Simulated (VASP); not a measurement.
The system is Co.

```xyz
2
Lattice="2.5045 0.0000 0.0000 -1.2523 2.1690 0.0000 0.0000 0.0000 4.0741" Properties=species:S:1:pos:R:3 pbc="T T T"
Co    1.2523    0.7230    3.0555
Co    0.0000    1.4460    1.0185
```

Base run:

```yaml
Program: VASP 6.6.1
Functional: BLYP
Dispersion: D4
Potentials_or_basis: VASP PAW PBE potentials, release 64 (Co)
Cutoff: 520 eV
k_mesh: 12 × 12 × 7
Occupations: fermi-dirac, width 0.05 eV
Spin: collinear spin, ferromagnetic start
Starting_moments: "[2.0, 2.0] μB"
```

Its results: pressure -6.8 GPa; net moment 3.20 μB per cell; site moments Co +1.62 μB.

Problem. The run is repeated on the same cell with these changes: functional from BLYP to RPBE; further incar settings from ALGO = Normal; EDIFF = 1e-06; NBANDS = 20 to ALGO = Normal; EDIFF = 1e-07; NBANDS = 20. What comes out?

Solution. Pressure -9.8 GPa; net moment 3.30 μB per cell; site moments Co +1.68 μB.

Caveats: the cell stands under tension; the PAW data sets were made with another functional, which shifts forces and pressure a little.
